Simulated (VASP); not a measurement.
# NaHgF3 (Pm-3m) in VASP: electric field gradients with PBE

Aim: the electric field gradients of NaHgF3 with PBE.

Program: VASP 6.6.1. These are calculated values, not measurements. Logs are shortened: lines on timing, memory, paths and dates and some standing lists are left out, and cuts for length are marked.

## 1. The cell of the first run

The structure is cubic, space group Pm-3m (No. 221). Conventional cell: a = 4.561 Å, b = 4.561 Å, c = 4.561 Å, α = 90.00°, β = 90.00°, γ = 90.00°. Within 4.2 Å of Na (site symmetry m-3m) lie 12 F at 3.23 Å and 8 Hg at 3.95 Å. Hg (site symmetry m-3m) has 6 F at 2.28 Å within 3.0 Å. F (site symmetry 4/mmm) has 2 Hg at 2.28 Å within 3.0 Å.

## 2. Electric field gradients, PBE

INCAR

```
PREC = Accurate ; ENCUT = 520
EDIFF = 1E-8 ; ISMEAR = 0
SIGMA = 0.01 ; LREAL = False
LASPH = True ; NELM = 100
ALGO = Normal ; ISIF = 2
LWAVE = False ; LCHARG = False
GGA = PE ; LEFG = True
NBANDS = 28
```

KPOINTS

```
Automatic mesh
0
Gamma
  8 8 8
```

POSCAR

```
NaHgF3
1.0
    4.5611050471      0.0000000000      0.0000000000
    0.0000000000      4.5611050471      0.0000000000
    0.0000000000      0.0000000000      4.5611050471
Na Hg F
1 1 3
Direct
    0.0000000000      0.0000000000      0.0000000000
    0.5000000000      0.5000000000      0.5000000000
    0.0000000000      0.5000000000      0.5000000000
    0.5000000000      0.0000000000      0.5000000000
    0.5000000000      0.5000000000      0.0000000000
```

Potentials or basis: VASP PAW PBE potentials, release 64 (Na_pv, Hg, F).

The run is started by

```console
cat potpaw_PBE.64/Na_pv/POTCAR potpaw_PBE.64/Hg/POTCAR potpaw_PBE.64/F/POTCAR > POTCAR
mpirun -np 1 vasp_std > vasp.out
```

OUTCAR:

```text
PREC = Accurate
   ENCUT = 520
   EDIFF = 1E-8
   ISMEAR = 0
   LREAL = False
   LASPH = True
   NELM = 100
   ISIF = 2
   GGA = PE

 ion  position               nearest neighbor table
   1  0.000  0.000  0.000-
   2  0.500  0.500  0.500-   3 2.28   4 2.28   5 2.28   5 2.28   4 2.28   3 2.28
   3  0.000  0.500  0.500-   2 2.28   2 2.28
   4  0.500  0.000  0.500-   2 2.28   2 2.28
   5  0.500  0.500  0.000-   2 2.28   2 2.28

  LATTYP: Found a simple cubic cell.
 ALAT       =     4.5611050471

  Lattice vectors:

 A1 = (   4.5611050471,   0.0000000000,   0.0000000000)
 A2 = (   0.0000000000,   4.5611050471,   0.0000000000)
 A3 = (   0.0000000000,   0.0000000000,   4.5611050471)

Analysis of symmetry for initial positions (statically):
=====================================================================
 Subroutine PRICEL returns:
 Original cell was already a primitive cell.

 Routine SETGRP: Setting up the symmetry group for a
 simple cubic supercell.

 Subroutine GETGRP returns: Found 48 space group operations
 (whereof 48 operations were pure point group operations)
 out of a pool of 48 trial point group operations.

The static configuration has the point symmetry O_h .

Analysis of symmetry for dynamics (positions and initial velocities):
=====================================================================
 Subroutine PRICEL returns:
 Original cell was already a primitive cell.

 Routine SETGRP: Setting up the symmetry group for a
 simple cubic supercell.

 Subroutine GETGRP returns: Found 48 space group operations
 (whereof 48 operations were pure point group operations)
 out of a pool of 48 trial point group operations.

The dynamic configuration has the point symmetry O_h .

 Subroutine INISYM returns: Found 48 space group operations
 (whereof 48 operations are pure point group operations),
 and found     1 'primitive' translations

----------------------------------------------------------------------------------------

                                     Primitive cell

[... 143 lines left out ...]
  energy without entropy =      -15.63636346  energy(sigma->0) =      -15.63636346

 E-fermi :  -1.1378     XC(G=0):  -8.0375

 val. band max:       -1.1969401804   @ k =   0.5000   0.5000   0.5000
 cond. band min:      -0.8278698708   @ k =   0.0000   0.0000   0.0000
 fundamental gap:      0.3690703096
 Fermi energy:        -1.1377796786

 k-point     1 :       0.0000    0.0000    0.0000
  band No.  band energies     occupation
      1     -24.5670      2.00000
      2     -24.5670      2.00000
      3     -24.5670      2.00000
      4     -22.7069      2.00000
      5     -22.4693      2.00000
      6     -22.4693      2.00000
[... 733 lines left out ...]
     27      10.1340      0.00000
     28      10.1484      0.00000

 [... further k-points ...]

------------------------ aborting loop because EDIFF is reached ----------------------------------------

  FORCE on cell =-STRESS in cart. coord.  units (eV):
  Direction    XX          YY          ZZ          XY          YZ          ZX
  --------------------------------------------------------------------------------------
  -------------------------------------------------------------------------------------
  Total        0.1480715      0.1480715      0.1480715      0.0000000      0.0000000     -0.0000000
  in kB        2.5001838      2.5001838      2.5001838      0.0000000      0.0000000     -0.0000000
  external PRESSURE =       2.5001838 kB  Pullay stress =       0.0000000 kB

 VOLUME and BASIS-vectors are now :
 -----------------------------------------------------------------------------
  energy-cutoff  :      520.00
  volume of cell :       94.89
      direct lattice vectors                 reciprocal lattice vectors
     4.561105047  0.000000000  0.000000000     0.219245115  0.000000000  0.000000000
     0.000000000  4.561105047  0.000000000     0.000000000  0.219245115  0.000000000
     0.000000000  0.000000000  4.561105047     0.000000000  0.000000000  0.219245115

 POSITION                                       TOTAL-FORCE (eV/Angst)
 -----------------------------------------------------------------------------------
      0.00000      0.00000      0.00000         0.000000      0.000000      0.000000
      2.28055      2.28055      2.28055         0.000000      0.000000      0.000000
      0.00000      2.28055      2.28055         0.000000      0.000000      0.000000
      2.28055      0.00000      2.28055         0.000000      0.000000      0.000000
      2.28055      2.28055      0.00000         0.000000      0.000000      0.000000
 -----------------------------------------------------------------------------------
    total drift:                                0.000000      0.000000      0.000000

  FREE ENERGIE OF THE ION-ELECTRON SYSTEM (eV)
  ---------------------------------------------------
  free  energy   TOTEN  =       -15.6363634634 eV

  energy  without entropy=      -15.6363634634  energy(sigma->0) =      -15.63636346

 Electric field gradients (V/A^2)
---------------------------------------------------------------------
 ion       V_xx      V_yy      V_zz      V_xy      V_xz      V_yz
---------------------------------------------------------------------
   1       0.000    -0.000     0.000    -0.000    -0.000    -0.000
   2      -0.000    -0.000     0.000     0.000     0.000     0.000
   3     119.435   -59.718   -59.718     0.000    -0.000     0.000
   4     -59.718   119.435   -59.718     0.000    -0.000     0.000
   5     -59.718   -59.718   119.435     0.000    -0.000    -0.000
---------------------------------------------------------------------

 Electric field gradients after diagonalization (V/A^2)
 (convention: |V_zz| > |V_xx| > |V_yy|)
----------------------------------------------------------------------
 ion       V_xx      V_yy      V_zz     asymmetry (V_yy - V_xx)/ V_zz
----------------------------------------------------------------------
   1       0.000    -0.000     0.000      -0.703
   2      -0.000    -0.000     0.000       0.066
   3     -59.718   -59.718   119.435       0.000
   4     -59.718   -59.718   119.435       0.000
   5     -59.718   -59.718   119.435       0.000
----------------------------------------------------------------------

           NMR quadrupolar parameters

 Cq : quadrupolar parameter    Cq=e*Q*V_zz/h
 eta: asymmetry parameters     (V_yy - V_xx)/ V_zz
 Q  : nuclear electric quadrupole moment in mb (millibarn)
----------------------------------------------------------------------
 ion       Cq(MHz)       eta       Q (mb)
----------------------------------------------------------------------
   1       0.000      -0.703       1.000
   2       0.000       0.066       1.000
   3       0.289       0.000       1.000
   4       0.289       0.000       1.000
   5       0.289       0.000       1.000
----------------------------------------------------------------------
```

OSZICAR:

```text
N       E                     dE             d eps       ncg     rms          rms(c)
DAV:   1     0.403055020379E+03    0.40306E+03   -0.20819E+04  1968   0.146E+03
DAV:   2     0.183248639051E+02   -0.38473E+03   -0.36592E+03  2092   0.402E+02
DAV:   3    -0.179535875577E+02   -0.36278E+02   -0.35926E+02  2276   0.130E+02
DAV:   4    -0.186181635364E+02   -0.66458E+00   -0.66347E+00  2128   0.189E+01
DAV:   5    -0.186264051846E+02   -0.82416E-02   -0.82410E-02  2100   0.213E+00    0.137E+01
DAV:   6    -0.157355573362E+02    0.28908E+01   -0.97928E+00  2524   0.294E+01    0.100E+01
DAV:   7    -0.156844181032E+02    0.51139E-01   -0.74218E-01  1992   0.711E+00    0.637E+00
DAV:   8    -0.156412126857E+02    0.43205E-01   -0.17944E-01  2012   0.374E+00    0.647E-01
DAV:   9    -0.156360127845E+02    0.51999E-02   -0.26394E-02  2324   0.122E+00    0.247E-01
DAV:  10    -0.156362118018E+02   -0.19902E-03   -0.11913E-03  2004   0.443E-01    0.909E-02
DAV:  11    -0.156363717691E+02   -0.15997E-03   -0.40109E-04  2072   0.145E-01    0.664E-02
DAV:  12    -0.156363623506E+02    0.94185E-05   -0.64445E-05  2260   0.776E-02    0.151E-02
DAV:  13    -0.156363634537E+02   -0.11031E-05   -0.69517E-06  2208   0.217E-02    0.464E-03
DAV:  14    -0.156363633862E+02    0.67490E-07   -0.74274E-07  2172   0.668E-03    0.275E-03
DAV:  15    -0.156363634561E+02   -0.69876E-07   -0.18845E-08  1768   0.114E-03    0.401E-04
DAV:  16    -0.156363634634E+02   -0.73887E-08   -0.39605E-09  1244   0.502E-04
   1 F= -.15636363E+02 E0= -.15636363E+02  d E =-.129810E-18
```

It took 36 s on 1 thread of Intel Xeon 6975P-C (Granite Rapids), shared host; peak memory 0.25 GiB.

What came out:

| Property | Result |
| --- | --- |
| Free energy | -15.6364 eV |
| Pressure | 0.3 GPa |
| Band gap on the k mesh | 0.37 eV, indirect (least direct gap 2.79 eV) |

Electric field gradients, principal values (V/Å²):
```tsv
atom	least	middle	greatest (by size)
1 Na	0.000	0.000	0.000
2 Hg	0.000	0.000	0.000
3 F	-59.718	-59.718	119.435
4 F	-59.718	-59.718	119.435
5 F	-59.718	-59.718	119.435
```

Caveat: without QUAD_EFG the Cq values of the log hold for a quadrupole moment of 1 mb, not for the nuclei; spin-orbit coupling is left out, which moves the levels of the heavy elements.
